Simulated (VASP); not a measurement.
Input of a VASP 6.6.1 run:

The input INCAR:

```
PREC = Accurate
ENCUT = 910
EDIFF = 1E-6
ISMEAR = 0
SIGMA = 0.05
LREAL = False
LASPH = True
NELM = 120
ALGO = Normal
ISIF = 2
LWAVE = False
LCHARG = False
NBANDS = 28
GGA_COMPAT = False
```

File KPOINTS:

```
regular mesh
0
Gamma
  5 5 5
```

POSCAR

```
KGeO3
1.0
    3.7654091701      0.0000000000      0.0000000000
    0.0000000000      3.7654091701      0.0000000000
    0.0000000000      0.0000000000      3.7654091701
K Ge O
1 1 3
Direct
    0.0000000000      0.0000000000      0.0000000000
    0.5000000000      0.5000000000      0.5000000000
    0.5000000000      0.5000000000      0.0000000000
    0.0000000000      0.5000000000      0.5000000000
    0.5000000000      0.0000000000      0.5000000000
```

Potentials or basis: VASP PAW LDA potentials, release 64 (K_sv, Ge_d, O_h).

Run with:

```sh
$ cat potpaw_LDA.64/K_sv/POTCAR potpaw_LDA.64/Ge_d/POTCAR potpaw_LDA.64/O_h/POTCAR > POTCAR
$ mpirun -np 1 vasp_std > vasp.out
```

Predict the band gap on the k mesh.

zero (an odd number of electrons rules out a gap without spin polarisation).

Predict the pressure.

0.9 GPa.

Caveat: the cutoff is under 1.25 times the usual one of these potentials, so pressure, stress and relaxed cells hold a basis-set (Pulay) error; an odd number of electrons without spin polarisation forces a metal; a magnetic or distorted state may lie lower.
